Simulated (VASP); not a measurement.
Rh: single point with PBE

Rh:

```
Rh
1.0
     0.00000    1.91664    1.91664
     1.91664    0.00000    1.91664
     1.91664    1.91664    0.00000
Rh
1
Direct
  0.00000 0.00000 0.00000
```

```
Program             : VASP 6.6.1
Task                : single point
Functional          : PBE
Potentials or basis : VASP PAW PBE potentials, release 64 (Rh_pv)
Cutoff              : 520 eV
k mesh              : 12 × 12 × 12
Occupations         : methfessel-paxton, width 0.3 eV
Spin                : no spin polarisation
```

The pressure is -1.0 GPa.

Levels at points of the mesh, in eV from the Fermi level:
```csv
k point,band 3,band 4,band 5,band 6,band 7,band 8,band 9,band 10,band 11,band 12
"(0.00, 0.00, 0.00)",-46.34,-7.77,-2.96,-2.96,-2.96,-0.96,-0.96,16.03,20.58,21.35
"(0.50, 0.00, 0.00)",-46.44,-5.91,-3.03,-3.03,0.54,0.54,0.78,8.41,15.52,20.58
"(0.50, 0.50, 0.00)",-46.59,-6.08,-5.73,0.51,0.94,0.94,3.25,11.98,13.20,13.20
```

Run time: 19 s on 1 thread of Intel Xeon 8259CL (shared host), peak memory 0.13 GiB.
